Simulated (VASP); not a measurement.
Crystal: Er2O.

```
Er O
1.0
     0.00000    3.15229    3.15229
     3.15229    0.00000    3.15229
     3.15229    3.15229    0.00000
Er O
2 1
Cartesian
  4.7284 4.7284 4.7284
  1.5761 1.5761 1.5761
  3.1523 3.1523 3.1523
```

The cell was built from a structure type or drawn by symmetry, and may not be a known phase.

| Quantity | Value |
| --- | --- |
| Program | VASP 6.6.1 |
| Task | relaxation of cell and atoms |
| Functional | PBE |
| Potentials or basis | VASP PAW PBE potentials, release 64 (Er_3, O), 4f in core |
| Cutoff | 600 eV |
| k mesh | 6 × 6 × 6 |
| Occupations | gaussian, width 0.1 eV |
| Spin | no spin polarisation |

At the start: pressure -7.6 GPa; volume 20.88 Å³/atom.

Q: Where does the relaxation end?

A: Over 3 steps the energy falls by 72.8 meV/atom and the volume is 18.16 Å³/atom (-13.0 %); space group Fm-3m (No. 225, to 0.1 Å) before and after.

The path:
```
step  energy change (eV)  largest force (eV/Å)  pressure (GPa)  volume (Å³)
   1              0.0000                0.0000           -7.59        62.65
   2             -0.2179                0.0000            0.53        54.10
   3             -0.2185                0.0000            0.01        54.48
```

Final structure:
```xyz
3
Lattice="0.0000 3.0088 3.0088 3.0088 0.0000 3.0088 3.0088 3.0088 0.0000" Properties=species:S:1:pos:R:3 pbc="T T T"
Er    4.5132    4.5132    4.5132
Er    1.5044    1.5044    1.5044
O     3.0088    3.0088    3.0088
```

Caveat: the run has no spin polarisation, though such a crystal can be magnetic.
